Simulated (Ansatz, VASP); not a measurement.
## Two plane-wave programs on BeS

The input INCAR:

```
  PREC = Accurate
  ENCUT = 600
  EDIFF = 1E-6
  ISMEAR = 0
  SIGMA = 0.05
  LREAL = False
  LASPH = True
  NELM = 120
  ALGO = Normal
  ISIF = 2
  LWAVE = False
  LCHARG = False
  GGA = PE
  NBANDS = 11
  GGA_COMPAT = False
```

File KPOINTS:

```
regular mesh
0
Gamma
  8 8 8
```

File POSCAR:

```
BeS
1.0
    0.0000000000      2.4379349596      2.4379349596
    2.4379349596      0.0000000000      2.4379349596
    2.4379349596      2.4379349596      0.0000000000
Be S
1 1
Direct
    0.0000000000      0.0000000000      0.0000000000
    0.7500000000      0.7500000000      0.7500000000
```

Input for Ansatz:

```yaml
crystal:
  lattice:
    - [0.0, 2.4379349596, 2.4379349596]
    - [2.4379349596, 0.0, 2.4379349596]
    - [2.4379349596, 2.4379349596, 0.0]
  atoms:
    - { symbol: Be, position: [0.0, 0.0, 0.0] }
    - { symbol: S, position: [0.75, 0.75, 0.75] }
basis:
  ecutwfc: 520.0
kpoints:
  mp_grid: { grid: [8, 8, 8] }
hamiltonian:
  xc: pbe
  pseudopotentials: { kind: paw }
scf:
  occupations: { method: gaussian, width: 0.05 }
output:
  forces: true
  stress: true
  eigenvalues: true
```

Alike in both runs: task single point; functional PBE; k mesh 8 × 8 × 8; occupations gaussian, width 0.05 eV; no spin polarisation.

|  | VASP | Ansatz |
| --- | --- | --- |
| version | VASP 6.6.1 | Ansatz 0.2.0 |
| potentials or method | VASP PAW PBE potentials, release 64 (Be, S), cutoff 600 eV | scalar-relativistic, plane waves, PAW |
| valence electrons in the cell | 8 | 8 |

VASP gave:

| Item | Value |
| --- | --- |
| gap on the k mesh at the Fermi level (eV) | 3.15 |
| least direct gap on the mesh (eV) | 5.68 |
| pressure (GPa) | 0.1 |

Problem. Estimate Ansatz's values.

Solution. gap on the k mesh at the Fermi level (eV): 3.14; least direct gap on the mesh (eV): 5.66; pressure (GPa): 0.0.

The functional is the same, so the differences come from potentials, cutoffs and numerics.
